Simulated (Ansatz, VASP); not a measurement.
## Two plane-wave programs on PbSe

INCAR

```
SYSTEM = PbSe
  ALGO = Normal
  EDIFF = 1E-7
  ENCUT = 520
  GGA = PE
  ISIF = 2
  ISMEAR = 0
  IVDW = 12
  LASPH = .TRUE.
  LCHARG = .FALSE.
  LREAL = .FALSE.
  LWAVE = .FALSE.
  NBANDS = 17
  NELM = 60
  PREC = Accurate
  SIGMA = 0.03
```

Contents of KPOINTS:

```
k-points
0
G
  10 10 10
  0 0 0
```

The input POSCAR:

```
PbSe
1.0
    0.0000000000      3.0260895238      3.2264166503
    3.0260895238      0.0000000000      3.2264166503
    3.0260895238      3.0260895238      0.0000000000
Pb Se
1 1
Direct
    0.0000000000      0.0000000000      0.0000000000
    0.5000000000      0.5000000000      0.5000000000
```

Input for Ansatz:

```yaml
crystal:
  lattice:
    - [0.0, 3.0260895238, 3.2264166503]
    - [3.0260895238, 0.0, 3.2264166503]
    - [3.0260895238, 3.0260895238, 0.0]
  atoms:
    - { symbol: Pb, position: [0.0, 0.0, 0.0] }
    - { symbol: Se, position: [0.5, 0.5, 0.5] }
basis:
  ecutwfc: 420
kpoints:
  mp_grid: { grid: [10, 10, 10] }
hamiltonian:
  xc: pbe
  dispersion: d3bj
scf:
  occupations: { method: gaussian, width: 0.03 }
output:
  forces: true
  stress: true
  eigenvalues: true
```

Alike in both runs: task single point; functional PBE; dispersion D3(BJ); k mesh 10 × 10 × 10; occupations gaussian, width 0.03 eV; no spin polarisation.

```csv
,VASP,Ansatz
version,VASP 6.6.1,Ansatz 0.2.0
potentials or method,"VASP PAW PBE potentials, release 64 (Pb_d, Se), cutoff 520 eV","scalar-relativistic, plane waves, PAW"
valence electrons in the cell,20,30
```

|  | VASP | Ansatz | Ansatz less VASP |
| --- | --- | --- | --- |
| gap on the k mesh at the Fermi level (eV) | 0.29 | 0.29 | -0.004 |
| least direct gap on the mesh (eV) | 0.29 | 0.29 | -0.004 |
| pressure (GPa) | -0.6 | -0.6 | +0.02 |
| traceless stress, the component that is largest in VASP (GPa) | -4.27 | -4.26 | +0.012 |

VASP's potentials hold 20 valence electrons a cell and Ansatz's 30, so a difference there can come from the potentials and not from the codes.

Neither program's run includes spin-orbit coupling.
